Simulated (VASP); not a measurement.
NaI:

```xyz
2
Lattice="0.0000 3.5432 3.5432 3.5432 0.0000 3.5432 3.5432 3.5432 0.0000" Properties=species:S:1:pos:R:3 pbc="T T T"
Na    0.0000    0.0000    0.0000
I     1.7716    1.7716    1.7716
```

Program: VASP 6.6.1. Alike in all runs: task single point; potentials or basis VASP PAW PBE potentials, release 64 (Na_pv, I); no spin polarisation; cell as given; k mesh 4 × 4 × 4; cutoff (eV) 520.

Order these runs on this cell by their band gap on the k mesh, lowest first.
A. level PBE-based screened hybrid with 10 % exact exchange; smearing gaussian 0.01 eV; grid for exact exchange (PRECFOCK) Normal; share of exact exchange 0.1; screening parameter 0.2078 1/Å
B. level r2SCAN; smearing fermi-dirac 0.2 eV
C. level HSE06; smearing gaussian 0.01 eV; grid for exact exchange (PRECFOCK) Normal; share of exact exchange 0.25; screening parameter 0.2079 1/Å

A (4.21 eV), B (4.42 eV), C (4.80 eV).

Caveats: the structure was generated, so it needn't be the stable form of NaI; spin-orbit coupling is left out, which moves the levels of the heavy elements.
